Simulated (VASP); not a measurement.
# Al2Cu in VASP: a series of runs, part 2 of 2

VASP 6.6.1.

### 3 Relaxation of cell and atoms, PBEsol

This run uses another cell than the first one, of 16.12 Å³/atom, 1.030 times its volume.

File INCAR:

```
SYSTEM = Al2Cu
ALGO = Fast ; EDIFF = 1E-6
EDIFFG = -0.005 ; ENCUT = 600
GGA = PS ; IBRION = 2
ISIF = 3 ; ISMEAR = 0
LASPH = .TRUE. ; LCHARG = .FALSE.
LREAL = .FALSE. ; LWAVE = .FALSE.
NELM = 100 ; NSW = 70
PREC = Accurate ; SIGMA = 0.1
```

File KPOINTS:

```
k-points
0
G
  14 14 14
  0 0 0
```

File POSCAR:

```
Al2Cu
1.0
   -2.0446280084      2.0446280084      2.8912313631
    2.0446280084     -2.0446280084      2.8912313631
    2.0446280084      2.0446280084     -2.8912313631
Al Cu
2 1
Direct
    0.7500000000      0.2500000000      0.5000000000
    0.2500000000      0.7500000000      0.5000000000
    0.5000000000      0.5000000000      0.0000000000
```

Potentials or basis: VASP PAW PBE potentials, release 64 (Al, Cu).

Command:

```console
cat potpaw_PBE.64/Al/POTCAR potpaw_PBE.64/Cu/POTCAR > POTCAR
mpirun -np 1 vasp_std > vasp.out
```

OUTCAR:

```text
SYSTEM = Al2Cu
   EDIFF = 1E-6
   EDIFFG = -0.005
   ENCUT = 600
   GGA = PS
   IBRION = 2
   ISIF = 3
   ISMEAR = 0
   LASPH = .TRUE.
   LREAL = .FALSE.
   NELM = 100
   NSW = 70
   PREC = Accurate

 ion  position               nearest neighbor table
   1  0.750  0.250  0.500-   3 2.50   3 2.50   3 2.50   3 2.50   2 2.89   2 2.89   2 2.89   2 2.89
                             2 2.89   2 2.89
   2  0.250  0.750  0.500-   3 2.50   3 2.50   3 2.50   3 2.50   1 2.89   1 2.89   1 2.89   1 2.89
                             1 2.89   1 2.89
   3  0.500  0.500  0.000-   2 2.50   1 2.50   1 2.50   2 2.50   1 2.50   2 2.50   2 2.50   1 2.50

  LATTYP: Found a body centered tetragonal cell.
 ALAT       =     4.0892560168
 C/A-ratio  =     1.4140622897

  Lattice vectors:

 A1 = (  -2.0446280084,   2.0446280084,   2.8912313631)
 A2 = (   2.0446280084,  -2.0446280084,   2.8912313631)
 A3 = (   2.0446280084,   2.0446280084,  -2.8912313631)

Analysis of symmetry for initial positions (statically):
=====================================================================
 Subroutine PRICEL returns:
 Original cell was already a primitive cell.

 Routine SETGRP: Setting up the symmetry group for a
 body centered tetragonal supercell.

 Subroutine GETGRP returns: Found 16 space group operations
 (whereof 16 operations were pure point group operations)
 out of a pool of 16 trial point group operations.

The static configuration has the point symmetry D_4h.

Analysis of symmetry for dynamics (positions and initial velocities):
=====================================================================
 Subroutine PRICEL returns:
 Original cell was already a primitive cell.

 Routine SETGRP: Setting up the symmetry group for a
 body centered tetragonal supercell.

 Subroutine GETGRP returns: Found 16 space group operations
 (whereof 16 operations were pure point group operations)
 out of a pool of 16 trial point group operations.

The dynamic configuration has the point symmetry D_4h.

 Subroutine INISYM returns: Found 16 space group operations
 (whereof 16 operations are pure point group operations),
 and found     1 'primitive' translations

----------------------------------------------------------------------------------------

                                     Primitive cell

  volume of cell :      48.3472

  direct lattice vectors                    reciprocal lattice vectors
    -2.044628008  2.044628008  2.891231363     0.000000000  0.244543261  0.172936696
     2.044628008 -2.044628008  2.891231363     0.244543261  0.000000000  0.172936696
     2.044628008  2.044628008 -2.891231363     0.244543261  0.244543261  0.000000000

  length of vectors
     4.089037317  4.089037317  4.089037317     0.299513785  0.299513785  0.345836396

  position of ions in fractional coordinates (direct lattice)
     0.750000000  0.250000000  0.500000000
     0.250000000  0.750000000  0.500000000
     0.500000000  0.500000000  0.000000000

  ion indices of the primitive-cell ions
   primitive index   ion index
                 1           1
                 2           2
                 3           3

----------------------------------------------------------------------------------------

 KPOINTS: k-points

[... 56 lines left out ...]
   NGXF,Y,Z  is equivalent  to a cutoff of  29.27, 29.27, 29.27 a.u.
 SYSTEM =  Al2Cu
   PREC   = accura    normal or accurate (medium, high low for compatibility)
   ISTART =      0    job   : 0-new  1-cont  2-samecut
   ICHARG =      2    charge: 1-file 2-atom 10-const
   ISPIN  =      1    spin polarized calculation?
   LNONCOLLINEAR =      F non collinear calculations
   LSORBIT =      F    spin-orbit coupling
   LASPH  =      T    aspherical Exc in radial PAW
   ENCUT  =  600.0 eV  44.10 Ry    6.64 a.u.   8.17  8.17  8.17*2*pi/ulx,y,z
   NELM   =    100;   NELMIN=  2; NELMDL= -5     # of ELM steps
   EDIFF  = 0.1E-05   stopping-criterion for ELM
   LREAL  =      F    real-space projection
   EDIFFG = -.5E-02   stopping-criterion for IOM
   NSW    =     70    number of steps for IOM
   IBRION =      2    ionic relax: 0-MD 1-quasi-New 2-CG
   NFREE  =      1    steps in history (QN), initial steepest desc. (CG)
   ISIF   =      3    stress and relaxation
   ISYM   =      2    0-nonsym 1-usesym 2-fastsym
   POTIM  = 0.5000    time-step for ionic-motion
   TEBEG  =    0.0;   TEEND  =   0.0 temperature during run
   PSTRESS=    0.0 pullay stress
   NELECT =      17.0000    total number of electrons
   NUPDOWN=      -1.0000    fix difference up-down
   EMIN   =  10.00;   EMAX   =-10.00  energy-range for DOS
   EFERMI =   0.00;   METHOD = LEGACY
   ISMEAR =     0;   SIGMA  =   0.10  broadening in eV -4-tet -1-fermi 0-gaus
   EFERMI_NEDOS =   21; number of points for ismear=-14 and -15
   IALGO  =     68    algorithm
   IMIX   =      4    mixing-type and parameters
     AMIX     =   0.40;   BMIX     =  1.00
     AMIX_MAG =   1.60;   BMIX_MAG =  1.00
  volume/ion in A,a.u.               =      16.12       108.75
  Fermi-wavevector in a.u.,A,eV,Ry     =   1.155493  2.183565 18.166010  1.335164
  Thomas-Fermi vector in A             =   2.292121
   LORBIT       =      0    0 simple, 1 ext, 2 COOP (PROOUT), +10 PAW based schemes
   GGA     = PS    functional components
   LHFCALC =     F    Hartree Fock is set to
   AEXX    =    0.0000 exact exchange contribution
   IVDW    =     0    specifies the selected vdW correction
   LEPSILON=     F    determine dielectric tensor
   LRPA    =     F    only Hartree local field effects (RPA)
 conjugate gradient relaxation of ions
 non-spin polarized calculation
 RMM-DIIS sequential band-by-band and
 Gauss-broadening in eV      SIGMA  =   0.10
  energy-cutoff  :      600.00
  volume of cell :       48.35
 maximum number of plane-waves:      1639
 NGX is ok and might be reduce to    36
   NGX = 17   NGY = 17   NGZ = 17

--------------------------------------- Ionic step        1  -------------------------------------------

 number of electron      17.0000006 magnetization

 Free energy of the ion-electron system (eV)
  ---------------------------------------------------
  ext. energy  EPLUGINS =         0.00000000
  ---------------------------------------------------
  free energy    TOTEN  =       -13.00467615 eV

  energy without entropy =      -12.99940123  energy(sigma->0) =      -13.00203869

------------------------ aborting loop because EDIFF is reached ----------------------------------------

  FORCE on cell =-STRESS in cart. coord.  units (eV):
  Direction    XX          YY          ZZ          XY          YZ          ZX
  --------------------------------------------------------------------------------------
  -------------------------------------------------------------------------------------
  Total       -0.7688070     -0.7688070     -0.7659041      0.0000000     -0.0000000      0.0000000
  in kB      -25.4774812    -25.4774812    -25.3812806      0.0000000     -0.0000000      0.0000000
  external PRESSURE =     -25.4454143 kB  Pullay stress =       0.0000000 kB
[... 209 lines left out ...]
--------------------------------------- Ionic step        7  -------------------------------------------

 number of electron      16.9999998 magnetization

 Free energy of the ion-electron system (eV)
  ---------------------------------------------------
  ext. energy  EPLUGINS =         0.00000000
  ---------------------------------------------------
  free energy    TOTEN  =       -13.01537998 eV

  energy without entropy =      -13.01029633  energy(sigma->0) =      -13.01283815

 E-fermi :   7.0810     XC(G=0): -10.6241

 val. band max:        7.0636063741   @ k =  -0.2857   0.1429   0.0000
 cond. band min:       7.1045729383   @ k =   0.1429   0.0000  -0.0000
 fundamental gap:      0.0409665642
 Fermi energy:         7.0810334229

 k-point     1 :       0.0000    0.0000    0.0000
  band No.  band energies     occupation
      1      -3.2127      2.00000
      2       2.4563      2.00000
      3       2.4563      2.00000
      4       2.4563      2.00000
      5       3.0243      2.00000
      6       3.0244      2.00000
      7       9.9774      0.00000
      8       9.9774      0.00000
      9       9.9778      0.00000
     10      10.0311      0.00000
     11      10.0317      0.00000
     12      10.0317      0.00000
[... 331 lines left out ...]
 k-point    24 :       0.2857    0.1429   -0.0000
  band No.  band energies     occupation
      1      -1.5100      2.00000
      2       1.8436      2.00000
      3       2.5347      2.00000
      4       2.6541      2.00000
      5       2.9655      2.00000
      6       3.0870      2.00000
      7       3.9864      2.00000
      8       5.9139      2.00000
      9       8.0276      0.00000
     10      10.0705      0.00000
     11      10.7070      0.00000
     12      11.9405      0.00000

 [... further k-points ...]
[... 5 lines left out ...]
  --------------------------------------------------------------------------------------
  -------------------------------------------------------------------------------------
  Total       -0.0060183     -0.0060183     -0.0044032      0.0000000     -0.0000000      0.0000000
  in kB       -0.2048631     -0.2048631     -0.1498871      0.0000000     -0.0000000      0.0000000
  external PRESSURE =      -0.1865378 kB  Pullay stress =       0.0000000 kB
[... 18 lines left out ...]
  FREE ENERGIE OF THE ION-ELECTRON SYSTEM (eV)
  ---------------------------------------------------
  free  energy   TOTEN  =       -13.0153799793 eV

  energy  without entropy=      -13.0102963278  energy(sigma->0) =      -13.01283815

 reached required accuracy - stopping structural energy minimisation
```

Wall time 14 min (1 thread of Intel Xeon 6975P-C, shared host); peak memory 0.37 GiB.

What came out:

| Property | Result |
| --- | --- |
| Free energy | -13.0154 eV |
| Relaxed volume | 15.69 Å³/atom |
| Relaxed cell | a = 4.053 Å, b = 4.053 Å, c = 4.053 Å, α = 120.00°, β = 120.00°, γ = 90.00° |
| Space group after relaxing (to 0.05 Å) | Fm-3m (No. 225) |
| Energy gained by relaxing | 3.6 meV/atom |
| Ionic steps | 7 |
| Pressure after relaxing | 0.0 GPa |

The path:
```tsv
step	energy change (eV)	largest force (eV/Å)	pressure (GPa)	volume (Å³)
1	0.0000	0.0000	-2.54	48.35
2	-0.0090	0.0000	0.93	46.58
3	-0.0107	0.0000	-0.13	47.04
4	-0.0107	0.0000	0.31	46.98
5	-0.0107	0.0000	0.13	47.02
6	-0.0107	0.0000	-0.13	47.10
7	-0.0107	0.0000	-0.02	47.07
```

Final structure:
```
Al Cu
1.0
    -2.02638    2.02638    2.86559
     2.02638   -2.02638    2.86559
     2.02638    2.02638   -2.86559
Al Cu
2 1
Direct
  0.75000 0.25000 0.50000
  0.25000 0.75000 0.50000
  0.50000 0.50000 0.00000
```

Caveat: the PAW data sets were made with another functional, which shifts forces and pressure a little.
